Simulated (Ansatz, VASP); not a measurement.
**One calculation of AlP, two programs**

INCAR

```
ALGO = Normal
EDIFF = 1E-6
ENCUT = 500
GGA = PE
GGA_COMPAT = F
ISIF = 2
ISMEAR = 0
LASPH = T
LCHARG = F
LREAL = F
LWAVE = F
NBANDS = 11
NELM = 120
PREC = Accurate
SIGMA = 0.01
```

Contents of KPOINTS:

```
k-points
0
Gamma
  6 6 6
```

File POSCAR:

```
AlP
1.0
    0.0000000000      2.7259726867      2.7259726867
    2.7259726867      0.0000000000      2.7259726867
    2.7259726867      2.7259726867      0.0000000000
Al P
1 1
Direct
    0.0000000000      0.0000000000      0.0000000000
    0.2500000000      0.2500000000      0.2500000000
```

Input for Ansatz:

```yaml
crystal:
  lattice:
    - [0.0, 2.7259726867, 2.7259726867]
    - [2.7259726867, 0.0, 2.7259726867]
    - [2.7259726867, 2.7259726867, 0.0]
  atoms:
    - { symbol: Al, position: [0.0, 0.0, 0.0] }
    - { symbol: P, position: [0.25, 0.25, 0.25] }
kpoints:
  mp_grid: { grid: [6, 6, 6] }
hamiltonian:
  xc: pbe
scf:
  occupations: { method: fixed }
  n_extra_bands: 4
output:
  forces: true
  stress: true
  eigenvalues: true
```

Alike in both runs: task single point; functional PBE; k mesh 6 × 6 × 6; no spin polarisation.

|  | VASP | Ansatz |
| --- | --- | --- |
| version | VASP 6.6.1 | Ansatz 0.2.0 |
| potentials or method | VASP PAW PBE potentials, release 64 (Al, P) | plane waves, PAW |
| plane-wave cutoff (eV) | 500 | 420 |
| occupations | gaussian, width 0.01 eV | fixed |
| valence electrons in the cell | 8 | 8 |

```tsv
	VASP	Ansatz	Ansatz less VASP
gap on the k mesh at the Fermi level (eV)	1.57	1.57	+0.002
pressure (GPa)	2.6	2.7	+0.10
```
